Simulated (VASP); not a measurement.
# W (R-3m) in VASP: a series of runs

The runs below take W through single point, with PBE.

Everything below comes from runs of VASP 6.6.1. Logs are shortened: lines on timing, memory, paths and dates and some standing lists are left out, and cuts for length are marked.

## Step 1: The cell of the first run

Symmetry: R-3m, No. 166, trigonal system. Conventional cell: a = 4.925 Å, b = 4.925 Å, c = 2.028 Å, α = 90.00°, β = 90.00°, γ = 120.00°. W (site symmetry -3m) has 2 W at 2.03 Å within 2.7 Å.

## Step 2: Single point, PBE

Contents of INCAR:

```
PREC = Accurate
ENCUT = 520
EDIFF = 1E-6
ISMEAR = 0
SIGMA = 0.15
LREAL = F
LASPH = T
NELM = 100
ALGO = Fast
ISIF = 2
LWAVE = F
LCHARG = F
GGA = PE
NBANDS = 13
```

Contents of KPOINTS:

```
Automatic mesh
0
Gamma
  22 22 22
```

Contents of POSCAR:

```
W
1.0
   -1.9312209728      1.5510707888      1.5510707888
    1.5510707888     -1.9312209728      1.5510707888
    1.5510707888      1.5510707888     -1.9312209728
W
1
Direct
    0.0000000000      0.0000000000      0.0000000000
```

Potentials or basis: VASP PAW PBE potentials, release 64 (W_sv).

Started as:

```sh
$ cat potpaw_PBE.64/W_sv/POTCAR > POTCAR
$ mpirun -np 1 vasp_std > vasp.out
```

OUTCAR:

```text
PREC = Accurate
   ENCUT = 520
   EDIFF = 1E-6
   ISMEAR = 0
   LREAL = F
   LASPH = T
   NELM = 100
   ISIF = 2
   GGA = PE

 ion  position               nearest neighbor table
   1  0.000  0.000  0.000-

  LATTYP: Found a trigonal (rhomboedric) cell.
 ALAT       =     2.9225426651
 COS(alpha) =    -0.4197392560

  Lattice vectors:

 A1 = (  -1.9312209728,   1.5510707888,   1.5510707888)
 A2 = (   1.5510707888,  -1.9312209728,   1.5510707888)
 A3 = (   1.5510707888,   1.5510707888,  -1.9312209728)

Analysis of symmetry for initial positions (statically):
=====================================================================
 Subroutine PRICEL returns:
 Original cell was already a primitive cell.

 Routine SETGRP: Setting up the symmetry group for a
 trigonal (rhombohedral) supercell.

 Subroutine GETGRP returns: Found 12 space group operations
 (whereof 12 operations were pure point group operations)
 out of a pool of 12 trial point group operations.

The static configuration has the point symmetry D_3d.

Analysis of symmetry for dynamics (positions and initial velocities):
=====================================================================
 Subroutine PRICEL returns:
 Original cell was already a primitive cell.

 Routine SETGRP: Setting up the symmetry group for a
 trigonal (rhombohedral) supercell.

 Subroutine GETGRP returns: Found 12 space group operations
 (whereof 12 operations were pure point group operations)
 out of a pool of 12 trial point group operations.

The dynamic configuration has the point symmetry D_3d.

 Subroutine INISYM returns: Found 12 space group operations
 (whereof 12 operations are pure point group operations),
 and found     1 'primitive' translations

----------------------------------------------------------------------------------------

                                     Primitive cell

  volume of cell :      14.1990

  direct lattice vectors                    reciprocal lattice vectors
    -1.931220973  1.551070789  1.551070789     0.093231485  0.380398692  0.380398692
     1.551070789 -1.931220973  1.551070789     0.380398692  0.093231485  0.380398692
     1.551070789  1.551070789 -1.931220973     0.380398692  0.380398692  0.093231485

  length of vectors
     2.922542665  2.922542665  2.922542665     0.545983919  0.545983919  0.545983919

  position of ions in fractional coordinates (direct lattice)
[... 78 lines left out ...]
   LREAL  =      F    real-space projection
   EDIFFG = 0.1E-04   stopping-criterion for IOM
   NSW    =      0    number of steps for IOM
   IBRION =     -1    ionic relax: 0-MD 1-quasi-New 2-CG
   NFREE  =      0    steps in history (QN), initial steepest desc. (CG)
   ISIF   =      2    stress and relaxation
   ISYM   =      2    0-nonsym 1-usesym 2-fastsym
   POTIM  = 0.5000    time-step for ionic-motion
   TEBEG  =    0.0;   TEEND  =   0.0 temperature during run
   PSTRESS=    0.0 pullay stress
   NELECT =      14.0000    total number of electrons
   NUPDOWN=      -1.0000    fix difference up-down
   EMIN   =  10.00;   EMAX   =-10.00  energy-range for DOS
   EFERMI =   0.00;   METHOD = LEGACY
   ISMEAR =     0;   SIGMA  =   0.15  broadening in eV -4-tet -1-fermi 0-gaus
   EFERMI_NEDOS =   21; number of points for ismear=-14 and -15
   IALGO  =     68    algorithm
   IMIX   =      4    mixing-type and parameters
     AMIX     =   0.40;   BMIX     =  1.00
     AMIX_MAG =   1.60;   BMIX_MAG =  1.00
  volume/ion in A,a.u.               =      14.20        95.82
  Fermi-wavevector in a.u.,A,eV,Ry     =   1.629415  3.079147 36.123356  2.654992
  Thomas-Fermi vector in A             =   2.721884
   LORBIT       =      0    0 simple, 1 ext, 2 COOP (PROOUT), +10 PAW based schemes
   GGA     = PE    functional components
   LHFCALC =     F    Hartree Fock is set to
   AEXX    =    0.0000 exact exchange contribution
   IVDW    =     0    specifies the selected vdW correction
   LEPSILON=     F    determine dielectric tensor
   LRPA    =     F    only Hartree local field effects (RPA)
 non-spin polarized calculation
 RMM-DIIS sequential band-by-band and
 Gauss-broadening in eV      SIGMA  =   0.15
  energy-cutoff  :      520.00
  volume of cell :       14.20
 maximum number of plane-waves:       396
 NGX is ok and might be reduce to    24

 number of electron      14.0000001 magnetization

 Free energy of the ion-electron system (eV)
  ---------------------------------------------------
  ext. energy  EPLUGINS =         0.00000000
  ---------------------------------------------------
  free energy    TOTEN  =        -9.09183523 eV

  energy without entropy =       -9.08484848  energy(sigma->0) =       -9.08834185

 E-fermi :  13.2622     XC(G=0): -14.0745

 val. band max:       13.2586409068   @ k =  -0.2273   0.2727   0.1364
 cond. band min:      13.2648768507   @ k =   0.4545   0.1364   0.0909
 fundamental gap:      0.0062359439
 Fermi energy:        13.2622254622

 k-point     1 :       0.0000    0.0000    0.0000
  band No.  band energies     occupation
      1     -61.8197      2.00000
      2     -25.4437      2.00000
      3     -25.4437      2.00000
      4     -21.5777      2.00000
      5       3.1105      2.00000
      6       6.8277      2.00000
      7      10.6640      2.00000
      8      10.6640      2.00000
      9      20.9706      0.00000
     10      20.9706      0.00000
     11      23.3679      0.00000
     12      31.3165      0.00000
     13      31.3165      0.00000
[... 354 lines left out ...]
  band No.  band energies     occupation
      1     -60.4122      2.00000
      2     -29.6450      2.00000
      3     -24.7140      2.00000
      4     -24.4102      2.00000
      5       6.0105      2.00000
      6       8.4343      2.00000
      7      13.1761      1.58299
      8      14.0065      0.00000
      9      16.9050      0.00000
     10      19.7552      0.00000
     11      24.9479      0.00000
     12      31.4366      0.00000
     13      32.3713      0.00000

 [... further k-points ...]
[... 5 lines left out ...]
  --------------------------------------------------------------------------------------
  -------------------------------------------------------------------------------------
  Total       11.7430284     11.7430284     11.7430284     11.3183612     11.3183612     11.3183612
  in kB     1325.0520417   1325.0520417   1325.0520417   1277.1337185   1277.1337185   1277.1337185
  external PRESSURE =    1325.0520417 kB  Pullay stress =       0.0000000 kB

 VOLUME and BASIS-vectors are now :
 -----------------------------------------------------------------------------
  energy-cutoff  :      520.00
  volume of cell :       14.20
      direct lattice vectors                 reciprocal lattice vectors
    -1.931220973  1.551070789  1.551070789     0.093231485  0.380398692  0.380398692
     1.551070789 -1.931220973  1.551070789     0.380398692  0.093231485  0.380398692
     1.551070789  1.551070789 -1.931220973     0.380398692  0.380398692  0.093231485

 POSITION                                       TOTAL-FORCE (eV/Angst)
 -----------------------------------------------------------------------------------
      0.00000      0.00000      0.00000         0.000000     -0.000000      0.000000
 -----------------------------------------------------------------------------------
    total drift:                               -0.000000      0.000000     -0.000000

  FREE ENERGIE OF THE ION-ELECTRON SYSTEM (eV)
  ---------------------------------------------------
  free  energy   TOTEN  =        -9.0918352256 eV

  energy  without entropy=       -9.0848484832  energy(sigma->0) =       -9.08834185
```

OSZICAR:

```text
N       E                     dE             d eps       ncg     rms          rms(c)
DAV:   1     0.905185044678E+02    0.90519E+02   -0.75291E+03 26886   0.125E+03
DAV:   2    -0.777733545851E+01   -0.98296E+02   -0.93990E+02 29554   0.324E+02
DAV:   3    -0.943041282992E+01   -0.16531E+01   -0.16480E+01 30034   0.408E+01
DAV:   4    -0.943633224694E+01   -0.59194E-02   -0.59193E-02 29759   0.270E+00
DAV:   5    -0.943637644978E+01   -0.44203E-04   -0.44202E-04 30339   0.220E-01    0.359E+01
RMM:   6    -0.918916537083E+01    0.24721E+00   -0.98593E-02 29089   0.321E+00    0.193E+01
RMM:   7    -0.909241860339E+01    0.96747E-01   -0.14105E-01 31562   0.387E+00    0.598E-01
RMM:   8    -0.909172217841E+01    0.69642E-03   -0.10962E-02 32056   0.119E+00    0.269E-01
RMM:   9    -0.909183316915E+01   -0.11099E-03   -0.16115E-03 32441   0.472E-01    0.899E-02
RMM:  10    -0.909183111006E+01    0.20591E-05   -0.20632E-04 33706   0.169E-01    0.877E-03
RMM:  11    -0.909183437442E+01   -0.32644E-05   -0.54671E-05 33131   0.815E-02    0.430E-03
RMM:  12    -0.909183522560E+01   -0.85119E-06   -0.90212E-06 27496   0.326E-02
   1 F= -.90918352E+01 E0= -.90883419E+01  d E =-.698674E-02
```

stdout:

```text
POSCAR found type information on POSCAR W
 POSCAR found :  1 types and       1 ions
 scaLAPACK will be used
 LDA part: xc-table for (Slater+PW92), standard interpolation
 POSCAR, INCAR and KPOINTS ok, starting setup
 FFT: planning ... GRIDC
 FFT: planning ... GRID_SOFT
 FFT: planning ... GRID
 WAVECAR not read
 entering main loop
WARNING in EDDRMM: call to ZHEGV failed, returncode =   6  3     11
```

Run time: 2.1 min. Hardware: 1 thread of Intel Xeon 6975P-C, shared host; peak memory 0.3 GiB.

What came out:

```
Free energy            : -9.0918 eV
Pressure               : 132.5 GPa
Band gap on the k mesh : zero (band 7 reaches 16.52 eV, above the bottom of band 8 at 10.66 eV)
```

Levels at points of the mesh, in eV from the Fermi level:
```tsv
k point	band 5	band 6	band 7	band 8	band 9	band 10
(0.00, 0.00, 0.00)	-10.15	-6.43	-2.60	-2.60	7.71	7.71
(0.50, 0.00, 0.00)	-7.68	-5.35	0.99	1.43	3.58	5.73
(0.50, 0.50, 0.00)	-7.28	-6.67	-1.05	3.09	7.09	7.95
(0.50, 0.50, 0.50)	-7.80	-7.80	3.26	3.26	8.39	8.39
```

Caveat: spin-orbit coupling is left out, which moves the levels of the heavy elements.

## Step 3: Single point, PBE

This run uses another cell than the first one, of the same volume but with other edges.

Contents of INCAR:

```
  PREC = Accurate
  ENCUT = 520
  EDIFF = 1E-6
  ISMEAR = 0
  SIGMA = 0.15
  LREAL = F
  LASPH = T
  NELM = 100
  ALGO = Fast
  ISIF = 2
  LWAVE = F
  LCHARG = F
  GGA = PE
  NBANDS = 13
```

KPOINTS is that of step 2.

Contents of POSCAR:

```
W
1.0
   -1.1195242373      1.5534345465      1.5534345465
    1.5534345465     -1.1195242373      1.5534345465
    1.5534345465      1.5534345465     -1.1195242373
W
1
Direct
    0.0000000000      0.0000000000      0.0000000000
```

Potentials or basis: VASP PAW PBE potentials, release 64 (W_sv).

Started as:

```sh
$ cat potpaw_PBE.64/W_sv/POTCAR > POTCAR
$ mpirun -np 1 vasp_std > vasp.out
```

Run time: 95 s. Hardware: 1 thread of Intel Xeon 6975P-C, shared host; peak memory 0.27 GiB.

Results (log left out):

```
Free energy            : -11.3651 eV
Pressure               : 78.5 GPa
Band gap on the k mesh : zero (band 7 reaches 15.29 eV, above the bottom of band 8 at 11.46 eV)
```

Stress tensor (GPa, compression positive):
```
 78.49 -26.63 -26.63
-26.63  78.49 -26.63
-26.63 -26.63  78.49
```

Levels at points of the mesh, in eV from the Fermi level:
| k point | band 5 | band 6 | band 7 | band 8 | band 9 | band 10 |
| --- | --- | --- | --- | --- | --- | --- |
| (0.00, 0.00, 0.00) | -10.19 | -5.10 | -5.10 | 3.69 | 5.02 | 5.02 |
| (0.50, 0.00, 0.00) | -6.63 | -4.80 | -0.53 | 2.13 | 2.67 | 5.40 |
| (0.50, 0.50, 0.00) | -7.66 | -4.32 | 1.79 | 2.68 | 3.74 | 8.66 |
| (0.50, 0.50, 0.50) | -6.71 | -6.71 | -1.99 | 6.62 | 9.28 | 9.28 |

Caveat: spin-orbit coupling is left out, which moves the levels of the heavy elements.

## Step 4: Single point, PBE

This run uses another cell than the first one, of the same volume but with other edges.

Contents of INCAR:

```
SYSTEM = W
PREC     = Accurate       ! precision mode
ENCUT    = 520            ! plane-wave cutoff, eV
EDIFF    = 1E-6           ! SCF threshold, eV
ISMEAR   = 0              ! smearing method
SIGMA    = 0.15           ! smearing width, eV
LREAL    = .False.        ! projectors in reciprocal space
LASPH    = .True.         ! aspherical terms in the spheres
NELM     = 60             ! most SCF steps
ALGO     = Fast           ! electronic algorithm
ISIF     = 2              ! what is computed and relaxed
LWAVE    = .False.        ! write WAVECAR
LCHARG   = .False.        ! write CHGCAR
GGA      = PE             ! functional
NBANDS   = 13             ! bands
```

Contents of KPOINTS:

```
regular mesh
0
Gamma
  22 22 22
  0 0 0
```

Contents of POSCAR:

```
W
1.0
   -2.1382561311      1.5820677159      1.5820677159
    1.5820677159     -2.1382561311      1.5820677159
    1.5820677159      1.5820677159     -2.1382561311
W
1
Direct
    0.0000000000      0.0000000000      0.0000000000
```

Started as:

```sh
$ cat potpaw_PBE.64/W_sv/POTCAR > POTCAR
$ mpirun -np 1 vasp_std > vasp.out
```

Run time: 2.1 min. Hardware: 1 thread of Intel Xeon 6975P-C, shared host; peak memory 0.3 GiB.

Results (log left out):

| Quantity | Value |
| --- | --- |
| Free energy | -2.1786 eV |
| Pressure | 279.8 GPa |
| Band gap on the k mesh | zero (band 7 reaches 16.59 eV, above the bottom of band 8 at 8.94 eV) |

Stress tensor (GPa, compression positive):
```
279.79 280.67 280.67
280.67 279.79 280.67
280.67 280.67 279.79
```

Levels at points of the mesh, in eV from the Fermi level:
```tsv
k point	band 3	band 4	band 5	band 6	band 7	band 8	band 9	band 10	band 11	band 12
(0.00, 0.00, 0.00)	-40.20	-31.68	-10.87	-5.99	-4.14	-4.14	8.46	13.31	13.31	19.54
(0.50, 0.00, 0.00)	-37.16	-37.02	-9.44	-8.34	2.03	2.53	5.33	5.69	11.59	17.62
(0.50, 0.50, 0.00)	-40.34	-31.69	-8.23	-6.44	-1.81	0.39	3.98	9.36	13.41	13.74
(0.50, 0.50, 0.50)	-37.21	-37.21	-9.61	-9.61	3.51	3.51	9.28	9.65	9.65	14.58
```

Caveat: spin-orbit coupling is left out, which moves the levels of the heavy elements.

## Step 5: Summary

```csv
cell,gap on the mesh (eV),pressure (GPa)
"a = 2.923 Å, angles 114.8°, 1 atom",none,132.5
"a = 2.466 Å, angles 100.1°, 1 atom",none,78.5
"a = 3.095 Å, angles 116.4°, 1 atom",none,279.8
```

Alike in all rows: task single point; level PBE; potentials or basis VASP PAW PBE potentials, release 64 (W_sv); no spin polarisation; k mesh 22 × 22 × 22; cutoff (eV) 520; smearing gaussian 0.15 eV.

Caveats: spin-orbit coupling is left out, which moves the levels of the heavy elements.

Total energies depend on the potentials used, so only differences within one code and one set of settings carry meaning.
